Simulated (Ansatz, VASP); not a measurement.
# In: VASP beside Ansatz

Contents of INCAR:

```
ALGO = Normal
EDIFF = 1E-8
ENCUT = 400
GGA = PE
GGA_COMPAT = False
ISIF = 2
ISMEAR = -1
LASPH = True
LCHARG = False
LEFG = True
LREAL = False
LWAVE = False
NBANDS = 12
NELM = 120
PREC = Accurate
SIGMA = 0.05
```

Contents of KPOINTS:

```
k-points
0
Gamma
  12 12 14
```

Contents of POSCAR:

```
In
1.0
   -1.6056495000      1.6303890000      2.4739500000
    1.6303890000     -1.6056495000      2.4739500000
    1.6219110000      1.6219110000     -2.4576885000
In
1
Direct
    0.0000000000      0.0000000000      0.0000000000
```

Input for Ansatz:

```yaml
crystal:
  lattice:
    - [-1.6056495, 1.630389, 2.47395]
    - [1.630389, -1.6056495, 2.47395]
    - [1.621911, 1.621911, -2.4576885]
  atoms:
    - { symbol: In, position: [0.0, 0.0, 0.0] }
kpoints:
  mp_grid: { grid: [12, 12, 14] }
scf:
  occupations: { method: fermi_dirac, width: 0.05 }
hamiltonian:
  xc: pbe
  pseudopotentials: { kind: all_electron, datasets: crystal }
output:
  forces: true
  stress: true
  eigenvalues: true
  efg: { contact_densities: true }
```

Change from the starting cell: equal xy, yz and zx shear strains of +1 %, crystal datasets.

Alike in both runs: task electric field gradients; functional PBE; k mesh 12 × 12 × 14; occupations fermi-dirac, width 0.05 eV; no spin polarisation.

|  | VASP | Ansatz |
| --- | --- | --- |
| version | VASP 6.6.1 | Ansatz 0.2.0 |
| potentials or method | VASP PAW PBE potentials, release 64 (In_d), cutoff 400 eV | all-electron PAW with datasets made for the crystal, scalar-relativistic |

VASP gave:

- pressure (GPa): 2.0
- traceless stress, the component that is largest in VASP (GPa): -0.34
- size of Vzz on the site where it differs most (V/Å²): 17.6

Estimate Ansatz's values.

pressure (GPa): 2.1; traceless stress, the component that is largest in VASP (GPa): -0.34; size of Vzz on the site where it differs most (V/Å²): 17.9.

Ansatz ran all-electron here, and VASP with PAW potentials.
